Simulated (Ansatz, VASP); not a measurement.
## TaSi2: VASP beside Ansatz

```
Ta Si
1.0
     2.95409    0.00000    0.00000
    -1.47704    2.55832    0.00000
     0.00000    0.00000    6.14340
Ta Si
1 2
Direct
  0.00000 0.00000 0.00000
  0.33333 0.66667 0.34139
  0.66667 0.33333 0.65861
```

Change from the starting cell: species swapped into the VSe2 type (P-3m1, No. 164).

Alike in both runs: functional PBE; k mesh 8 × 8 × 4; occupations gaussian, width 0.2 eV; no spin polarisation.

Ansatz relaxed the structure, and its values are those at the end. VASP's run is a single point on that final structure, the one shown.

```csv
,VASP,Ansatz
version,VASP 6.6.1,Ansatz 0.2.0
potentials or method,"VASP PAW PBE potentials, release 64 (Ta_pv, Si), cutoff 500 eV","scalar-relativistic, plane waves, PAW"
valence electrons in the cell,19,21
```

|  | VASP | Ansatz | Ansatz less VASP |
| --- | --- | --- | --- |
| gap on the k mesh at the Fermi level (eV) | none | none | - |
| pressure (GPa) | 0.4 | 0.3 | -0.05 |
| rms of the force components (eV/Å) | 0.024 | 0.018 | -0.0061 |

A gap of «none» marks a metal or a gap that the smearing closes. The functional is the same, so the differences come from potentials, cutoffs and numerics. VASP's potentials hold 19 valence electrons a cell and Ansatz's 21, so a difference there can come from the potentials and not from the codes.

Spin-orbit coupling is off throughout.
